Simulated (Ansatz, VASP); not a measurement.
# Two plane-wave programs on O

```
O
1.0
     4.37743   -3.11011    0.00000
     4.37743    3.11011    0.00000
    -1.90831    0.00000    3.95335
O
8
Direct
  0.85595 0.85962 0.13551
  0.14266 0.15340 0.86016
  0.79200 0.79732 0.82503
  0.20842 0.20675 0.18182
  0.79189 0.27173 0.16627
  0.72042 0.21574 0.84042
  0.21608 0.72467 0.84431
  0.26631 0.78829 0.15507
```

Change from the starting cell: atoms moved at random, drawn with an rms of 0.05 Å.

Alike in both runs: task single point; functional PBEsol; k mesh 6 × 6 × 7; occupations fermi-dirac, width 0.05 eV; no spin polarisation.

```csv
,VASP,Ansatz
version,VASP 6.6.1,Ansatz 0.2.0
potentials or method,"VASP PAW PBE potentials, release 64 (O)",Ansatz PAW
plane-wave cutoff (eV),520,420
valence electrons in the cell,48,48
```

VASP gave:

```
gap on the k mesh at the Fermi level (eV)                     : 1.40
least direct gap on the mesh (eV)                             : 1.44
pressure (GPa)                                                : -5.7
traceless stress, the component that is largest in VASP (GPa) : -8.78
rms of the force components (eV/Å)                            : 1.365
```

Question: What did Ansatz give for the same quantities?

Answer: gap on the k mesh at the Fermi level (eV): 1.40; least direct gap on the mesh (eV): 1.45; pressure (GPa): -7.9; traceless stress, the component that is largest in VASP (GPa): -13.47; rms of the force components (eV/Å): 1.808.

VASP's potentials were made for PBE, not for PBEsol. Atom by atom the forces differ by 0.572 eV/Å (rms over components).

Noted on VASP's run: the standard files for N, O and F lose accuracy on very short bonds; spin is off for a triplet molecule. Noted on Ansatz's run: Pulay correction over one GPa; spin is off for a triplet molecule; odd divisions of the mesh miss points on the zone boundary, where band edges often lie, so the gap on the mesh can be too wide.
